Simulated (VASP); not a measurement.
# Si (P6/mmm) in VASP: notebook, part 2 of 2

VASP 6.6.1. Earlier steps stand in the parts before.

**3. Single point, r2SCAN**

This run uses another cell than the first one: it holds 2 atoms, not 1.

File POSCAR:

```
Si
1.0
    2.6290009029      0.0000000000      0.0000000000
   -1.3145004515      2.2767815685      0.0000000000
    0.0000000000      0.0000000000      4.9875981450
Si
2
Direct
    0.0000000000      0.0000000000      0.0000000000
    0.0000000000      0.0000000000      0.5000000000
```

File INCAR.step1:

```
SYSTEM = Si
PREC = Accurate
ENCUT = 550
ISMEAR = 0
SIGMA = 0.15
LREAL = .FALSE.
LASPH = .TRUE.
NELM = 120
NBANDS = 11
GGA = PE
ALGO = Normal
EDIFF = 1E-5
LWAVE = .TRUE.
LCHARG = .FALSE.
GGA_COMPAT = .FALSE.
```

File INCAR.step2:

```
SYSTEM = Si
PREC = Accurate
ENCUT = 550
EDIFF = 1E-6
ISMEAR = 0
SIGMA = 0.15
LREAL = .FALSE.
LASPH = .TRUE.
NELM = 120
ALGO = Normal
ISIF = 2
LWAVE = .FALSE.
LCHARG = .TRUE.
METAGGA = R2SCAN
LMIXTAU = .TRUE.
LELF = .TRUE.
LVHAR = .TRUE.
NBANDS = 11
ISTART = 1
GGA_COMPAT = .FALSE.
```

File KPOINTS:

```
Automatic mesh
0
G
  12 12 8
  0 0 0
```

Potentials or basis: VASP PAW PBE potentials, release 64 (Si).

Command:

```bash
> cat potpaw_PBE.64/Si/POTCAR > POTCAR
> cp INCAR.step1 INCAR
> mpirun -np 1 vasp_std > vasp.out
> cp INCAR.step2 INCAR
> mpirun -np 1 vasp_std > vasp.out
```

OUTCAR:

```text
SYSTEM = Si
   PREC = Accurate
   ENCUT = 550
   EDIFF = 1E-6
   ISMEAR = 0
   LREAL = .FALSE.
   LASPH = .TRUE.
   NELM = 120
   ISIF = 2
   METAGGA = R2SCAN
   ISTART = 1

 ion  position               nearest neighbor table
   1  0.000  0.000  0.000-   2 2.49   2 2.49
   2  0.000  0.000  0.500-   1 2.49   1 2.49

  LATTYP: Found a hexagonal cell.
 ALAT       =     2.6290009029
 C/A-ratio  =     1.8971458471

  Lattice vectors:

 A1 = (   2.6290009029,   0.0000000000,   0.0000000000)
 A2 = (  -1.3145004515,   2.2767815685,   0.0000000000)
 A3 = (   0.0000000000,   0.0000000000,   4.9875981450)

Analysis of symmetry for initial positions (statically):
=====================================================================
 Subroutine PRICEL returns following result:

  LATTYP: Found a hexagonal cell.
 ALAT       =     2.6290009029
 C/A-ratio  =     0.9485729236

  Lattice vectors:

 A1 = (   2.6290009029,   0.0000000000,   0.0000000000)
 A2 = (  -1.3145004515,   2.2767815685,   0.0000000000)
 A3 = (   0.0000000000,   0.0000000000,   2.4937990725)

   2 primitive cells build up your supercell.

 Routine SETGRP: Setting up the symmetry group for a
 hexagonal supercell.

 Subroutine GETGRP returns: Found 24 space group operations
 (whereof 24 operations were pure point group operations)
 out of a pool of 24 trial point group operations.

The static configuration has the point symmetry D_6h.

Analysis of symmetry for dynamics (positions and initial velocities):
=====================================================================
 Subroutine PRICEL returns following result:

  LATTYP: Found a hexagonal cell.
 ALAT       =     2.6290009029
 C/A-ratio  =     0.9485729236

  Lattice vectors:

 A1 = (   2.6290009029,   0.0000000000,   0.0000000000)
 A2 = (  -1.3145004515,   2.2767815685,   0.0000000000)
[... 133 lines left out ...]
   LORBIT       =      0    0 simple, 1 ext, 2 COOP (PROOUT), +10 PAW based schemes
   METAGGA = R2SCAN    functional components
   LHFCALC =     F    Hartree Fock is set to
   AEXX    =    0.0000 exact exchange contribution
   IVDW    =     0    specifies the selected vdW correction
   LEPSILON=     F    determine dielectric tensor
   LRPA    =     F    only Hartree local field effects (RPA)
 non-spin polarized calculation
 Gauss-broadening in eV      SIGMA  =   0.15
  energy-cutoff  :      550.00
  volume of cell :       29.85
 maximum number of plane-waves:       900
 NGX is ok and might be reduce to    20

 number of electron       8.0000000 magnetization

 Free energy of the ion-electron system (eV)
  ---------------------------------------------------
  ext. energy  EPLUGINS =         0.00000000
  ---------------------------------------------------
  free energy    TOTEN  =       -16.65819356 eV

  energy without entropy =      -16.64936178  energy(sigma->0) =      -16.65377767

 E-fermi :   9.4877     XC(G=0): -11.5860

 val. band max:        9.4547770351   @ k =   0.4167  -0.0000   0.0000
 cond. band min:       9.5946437611   @ k =   0.4167   0.1667   0.0000
 fundamental gap:      0.1398667260
 Fermi energy:         9.4876768491

 k-point     1 :       0.0000    0.0000    0.0000
  band No.  band energies     occupation
      1      -5.2745      2.00000
      2      -0.3221      2.00000
      3       2.0193      2.00000
      4      17.2676      0.00000
      5      17.5356      0.00000
      6      20.5158      0.00000
      7      20.5158      0.00000
      8      22.5178      0.00000
      9      22.5178      0.00000
     10      24.3126      0.00000
     11      24.3126      0.00000
[... 309 lines left out ...]
 k-point    24 :       0.3333   -0.0000    0.1250
  band No.  band energies     occupation
      1      -1.9302      2.00000
      2       2.2415      2.00000
      3       5.7307      2.00000
      4       7.5144      2.00000
      5      11.8005      0.00000
      6      15.6939      0.00000
      7      15.7878      0.00000
      8      16.5727      0.00000
      9      19.0963      0.00000
     10      19.7005      0.00000
     11      22.8985      0.00000

 [... further k-points ...]

------------------------ aborting loop because EDIFF is reached ----------------------------------------

  FORCE on cell =-STRESS in cart. coord.  units (eV):
  Direction    XX          YY          ZZ          XY          YZ          ZX
  --------------------------------------------------------------------------------------
  -------------------------------------------------------------------------------------
  Total       -0.0689336     -0.0689336      0.1032504      0.0000000      0.0000000      0.0000000
  in kB       -3.6994574     -3.6994574      5.5411337      0.0000000      0.0000000      0.0000000
  external PRESSURE =      -0.6192604 kB  Pullay stress =       0.0000000 kB

 VOLUME and BASIS-vectors are now :
 -----------------------------------------------------------------------------
  energy-cutoff  :      550.00
  volume of cell :       29.85
      direct lattice vectors                 reciprocal lattice vectors
     2.629000903  0.000000000  0.000000000     0.380372635  0.219608243  0.000000000
    -1.314500452  2.276781569  0.000000000     0.000000000  0.439216486  0.000000000
     0.000000000  0.000000000  4.987598145     0.000000000  0.000000000  0.200497308

 POSITION                                       TOTAL-FORCE (eV/Angst)
 -----------------------------------------------------------------------------------
      0.00000      0.00000      0.00000         0.000000     -0.000000      0.000000
      0.00000      0.00000      2.49380        -0.000000      0.000000      0.000000
 -----------------------------------------------------------------------------------
    total drift:                               -0.000000      0.000000      0.000000

  FREE ENERGIE OF THE ION-ELECTRON SYSTEM (eV)
  ---------------------------------------------------
  free  energy   TOTEN  =       -16.6581935621 eV

  energy  without entropy=      -16.6493617809  energy(sigma->0) =      -16.65377767
```

It took 1.8 min on 1 thread of Intel Xeon 8259CL, shared host; peak memory 0.16 GiB.

Results:

```
Free energy            : -16.6582 eV
Pressure               : -0.1 GPa
Band gap on the k mesh : zero (bands 4 and 5 overlap by 11.20 eV)
```

Stress tensor (GPa, compression positive):
```
-0.37  0.00  0.00
 0.00 -0.37  0.00
 0.00  0.00  0.55
```

Caveat: the PAW data sets were made with another functional, which shifts forces and pressure a little.

**4. Single point, r2SCAN**

File POSCAR:

```
Si
1.0
    2.6290009029      0.0000000000      0.0000000000
   -1.3145004515      2.2767815685      0.0000000000
    0.0000000000      0.0000000000      2.4937990725
Si
1
Direct
    0.0000000000      0.0000000000      0.0000000000
```

File INCAR.step1:

```
  PREC = Accurate
  ENCUT = 550
  ISMEAR = 0
  SIGMA = 0.1
  LREAL = F
  LASPH = T
  NELM = 120
  NBANDS = 8
  GGA = PE
  ALGO = Normal
  EDIFF = 1E-5
  LWAVE = T
  LCHARG = F
  GGA_COMPAT = F
```

File INCAR.step2:

```
  PREC = Accurate
  ENCUT = 550
  EDIFF = 1E-6
  ISMEAR = 0
  SIGMA = 0.1
  LREAL = F
  LASPH = T
  NELM = 120
  ALGO = Normal
  ISIF = 2
  LWAVE = F
  LCHARG = T
  METAGGA = R2SCAN
  LMIXTAU = T
  LELF = T
  LVHAR = T
  NBANDS = 8
  ISTART = 1
  GGA_COMPAT = F
```

File KPOINTS:

```
regular mesh
0
Gamma
  18 18 16
```

Command:

```bash
> cat potpaw_PBE.64/Si/POTCAR > POTCAR
> cp INCAR.step1 INCAR
> mpirun -np 1 vasp_std > vasp.out
> cp INCAR.step2 INCAR
> mpirun -np 1 vasp_std > vasp.out
```

It took 2.4 min on 1 thread of Intel Xeon 8259CL, shared host; peak memory 0.15 GiB.

The run converged. Its results:

- Free energy: -8.3283 eV
- Pressure: -0.1 GPa
- Band gap on the k mesh: zero (bands 2 and 3 overlap by 12.53 eV)

Levels at points of the mesh, in eV from the Fermi level:
```
           k point  band 1  band 2  band 3  band 4  band 5
(0.00, 0.00, 0.00)  -14.78    7.76    8.03   11.01   11.01
(0.50, 0.00, 0.00)   -7.91   -7.12    5.49    6.90   13.25
(0.00, 0.00, 0.50)   -9.83   -7.49   14.81   14.81   15.77
(0.50, 0.00, 0.50)   -3.28   -2.23   -1.99    1.80    9.27
```

Caveat: the PAW data sets were made with another functional, which shifts forces and pressure a little.

**5. Single point, r2SCAN**

This run uses another cell than the first one: it holds 2 atoms, not 1.

File POSCAR:

```
Si
1.0
    2.6290009029      0.0000000000      0.0000000000
    1.3145004515     -2.2767815685     -2.4937990725
    1.3145004514      2.2767815685     -2.4937990725
Si
2
Direct
    0.0000000000      0.0000000000      0.0000000000
    0.5000000000      0.5000000000      0.5000000000
```

File INCAR.step1:

```
ALGO = Normal
EDIFF = 1E-5
ENCUT = 550
GGA = PE
GGA_COMPAT = False
ISMEAR = 0
LASPH = True
LCHARG = False
LREAL = False
LWAVE = True
NBANDS = 11
NELM = 120
PREC = Accurate
SIGMA = 0.15
```

File INCAR.step2:

```
ALGO = Normal
EDIFF = 1E-6
ENCUT = 550
GGA_COMPAT = False
ISIF = 2
ISMEAR = 0
ISTART = 1
LASPH = True
LCHARG = True
LELF = True
LMIXTAU = True
LREAL = False
LVHAR = True
LWAVE = False
METAGGA = R2SCAN
NBANDS = 11
NELM = 120
PREC = Accurate
SIGMA = 0.15
```

File KPOINTS:

```
k-points
0
Gamma
  14 14 14
```

Potentials or basis: VASP PAW PBE potentials, release 64 (Si).

Command:

```bash
> cat potpaw_PBE.64/Si/POTCAR > POTCAR
> cp INCAR.step1 INCAR
> mpirun -np 1 vasp_std > vasp.out
> cp INCAR.step2 INCAR
> mpirun -np 1 vasp_std > vasp.out
```

OUTCAR:

```text
EDIFF = 1E-6
   ENCUT = 550
   ISIF = 2
   ISMEAR = 0
   ISTART = 1
   LASPH = True
   LREAL = False
   METAGGA = R2SCAN
   NELM = 120
   PREC = Accurate

 ion  position               nearest neighbor table
   1  0.000  0.000  0.000-   2 2.49   2 2.49   2 2.63   2 2.63   2 2.63   2 2.63
   2  0.500  0.500  0.500-   1 2.49   1 2.49   1 2.63   1 2.63   1 2.63   1 2.63

  LATTYP: Found a body centered orthorhombic cell.
 ALAT       =     2.6290009029
 B/A-ratio  =     1.7320508076
[... 547 lines left out ...]
------------------------ aborting loop because EDIFF is reached ----------------------------------------

  FORCE on cell =-STRESS in cart. coord.  units (eV):
  Direction    XX          YY          ZZ          XY          YZ          ZX
  --------------------------------------------------------------------------------------
  -------------------------------------------------------------------------------------
  Total        0.2800997      0.1167887     -0.4619955     -0.0000000      0.0000000      0.0000000
  in kB       15.0320990      6.2676967    -24.7938956     -0.0000000      0.0000000      0.0000000
  external PRESSURE =      -1.1646999 kB  Pullay stress =       0.0000000 kB

 VOLUME and BASIS-vectors are now :
 -----------------------------------------------------------------------------
  energy-cutoff  :      550.00
  volume of cell :       29.85
      direct lattice vectors                 reciprocal lattice vectors
     2.629000903  0.000000000  0.000000000     0.380372635  0.000000000  0.200497308
     1.314500452 -2.276781569 -2.493799072     0.000000000 -0.219608243 -0.200497308
     1.314500451  2.276781569 -2.493799072     0.000000000  0.219608243 -0.200497308

 POSITION                                       TOTAL-FORCE (eV/Angst)
 -----------------------------------------------------------------------------------
      0.00000      0.00000      0.00000        -0.000000      0.000000     -0.000000
      2.62900      0.00000     -2.49380         0.000000     -0.000000      0.000000
 -----------------------------------------------------------------------------------
    total drift:                               -0.000000     -0.000000     -0.000000

  FREE ENERGIE OF THE ION-ELECTRON SYSTEM (eV)
  ---------------------------------------------------
  free  energy   TOTEN  =       -16.6557666266 eV

  energy  without entropy=      -16.6464985785  energy(sigma->0) =      -16.65113260
```

OSZICAR.step1:

```text
N       E                     dE             d eps       ncg     rms          rms(c)
DAV:   1     0.494290958681E+01    0.49429E+01   -0.35039E+03  9448   0.610E+02
DAV:   2    -0.983081033658E+01   -0.14774E+02   -0.14190E+02 12239   0.864E+01
DAV:   3    -0.102441471261E+02   -0.41334E+00   -0.40771E+00 12092   0.111E+01
DAV:   4    -0.102459320957E+02   -0.17850E-02   -0.17846E-02 11464   0.899E-01
DAV:   5    -0.102459397450E+02   -0.76493E-05   -0.76493E-05 11805   0.533E-02    0.410E+00
DAV:   6    -0.102385260447E+02    0.74137E-02   -0.35518E-03 10926   0.317E-01    0.235E+00
DAV:   7    -0.102335523289E+02    0.49737E-02   -0.80033E-03 10570   0.487E-01    0.209E-01
DAV:   8    -0.102335597518E+02   -0.74229E-05   -0.31139E-04 11535   0.118E-01    0.494E-02
DAV:   9    -0.102335556807E+02    0.40712E-05   -0.13895E-05  8301   0.238E-02
   1 F= -.10233556E+02 E0= -.10228852E+02  d E =-.940637E-02
```

Wall time 7.5 min (1 thread of Intel Xeon 8259CL, shared host); peak memory 0.24 GiB.

Results:

* Free energy: -16.6558 eV
* Pressure: -0.1 GPa
* Band gap on the k mesh: zero (bands 4 and 5 overlap by 7.63 eV)

Stress tensor (GPa, compression positive):
```
 1.50  0.00  0.00
 0.00  0.63  0.00
 0.00  0.00 -2.48
```

Caveat: the PAW data sets were made with another functional, which shifts forces and pressure a little.

**6. Summary**

| cell | k mesh | smearing | gap on the mesh (eV) | pressure (GPa) |
| --- | --- | --- | --- | --- |
| a = 2.629, b = 2.629, c = 2.494 Å, angles 90.0, 90.0, 120.0°, 1 atom, atomic positions A | 12 × 12 × 14 | gaussian 0.15 eV | none | 0.1 |
| a = 2.629, b = 2.629, c = 4.988 Å, angles 90.0, 90.0, 120.0°, 2 atoms, atomic positions B | 12 × 12 × 8 | gaussian 0.15 eV | none | -0.1 |
| a = 2.629, b = 2.629, c = 2.494 Å, angles 90.0, 90.0, 120.0°, 1 atom, atomic positions A | 18 × 18 × 16 | gaussian 0.1 eV | none | -0.1 |
| a = 2.629, b = 3.624, c = 3.624 Å, angles 77.9, 68.7, 68.7°, 2 atoms, atomic positions B | 14 × 14 × 14 | gaussian 0.15 eV | none | -0.1 |

Alike in all rows: task single point; level r2SCAN; potentials or basis VASP PAW PBE potentials, release 64 (Si); no spin polarisation; cutoff (eV) 550.

Caveats: the PAW data sets were made with another functional, which shifts forces and pressure a little.

Total energies depend on the potentials used, so only differences within one code and one set of settings carry meaning.
